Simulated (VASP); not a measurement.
A run of VASP 6.6.1 is set up as follows.

INCAR

```
SYSTEM = B3F2
ALGO     = Normal         ! electronic algorithm
EDIFF    = 1E-6           ! SCF threshold, eV
ENCUT    = 520            ! plane-wave cutoff, eV
GGA      = PE             ! functional
ISIF     = 2              ! what is computed and relaxed
ISMEAR   = 0              ! smearing method
LASPH    = .TRUE.         ! aspherical terms in the spheres
LCHARG   = .FALSE.        ! write CHGCAR
LREAL    = .FALSE.        ! projectors in reciprocal space
LWAVE    = .FALSE.        ! write WAVECAR
NBANDS   = 34             ! bands
NELM     = 60             ! most SCF steps
PREC     = Accurate       ! precision mode
SIGMA    = 0.1            ! smearing width, eV
```

The input KPOINTS:

```
k-points
0
G
  6 4 6
  0 0 0
```

File POSCAR:

```
B3F2
1.0
    3.5204793504      0.0000000000      0.0000000000
    0.0000000000      6.4592404546      0.0000000000
   -1.6393380355      0.0000000000      3.7057271094
B F
6 4
Direct
    0.0336950127      0.5000000000      0.2005718466
    0.1707969230      0.0000000000      0.2363513485
    0.6525005655      0.3337113006      0.2077020169
    0.6525005655      0.6662886994      0.2077020169
    0.2880442966      0.2533963928      0.3947388670
    0.2880442966      0.7466036072      0.3947388670
    0.9785280189      0.5000000000      0.8328626407
    0.9884201977      0.0000000000      0.8729782434
    0.4702269333      0.7487471689      0.8226894719
    0.4702269333      0.2512528311      0.8226894719
```

Potentials or basis: VASP PAW PBE potentials, release 64 (B, F).

Run with:

```console
$ cat potpaw_PBE.64/B/POTCAR potpaw_PBE.64/F/POTCAR > POTCAR
$ mpirun -np 1 vasp_std > vasp.out
```

Question: Estimate the band gap on the k mesh.

Answer: 1.42 eV (least direct gap 1.67 eV).

Question: What does it give for the largest force?

Answer: 0.280 eV/Å.

Question: Estimate the pressure.

Answer: 0.3 GPa.

Forces on the atoms (eV/Å):
```
B   -0.064  0.000  0.191
B   -0.005  0.000  0.277
B    0.006  0.021  0.071
B    0.006 -0.021  0.071
B    0.000 -0.014 -0.017
B    0.000  0.014 -0.017
F    0.053  0.000 -0.199
F    0.001  0.000 -0.280
F    0.001  0.008 -0.048
F    0.001 -0.008 -0.048
```

A k mesh can miss the band edges.
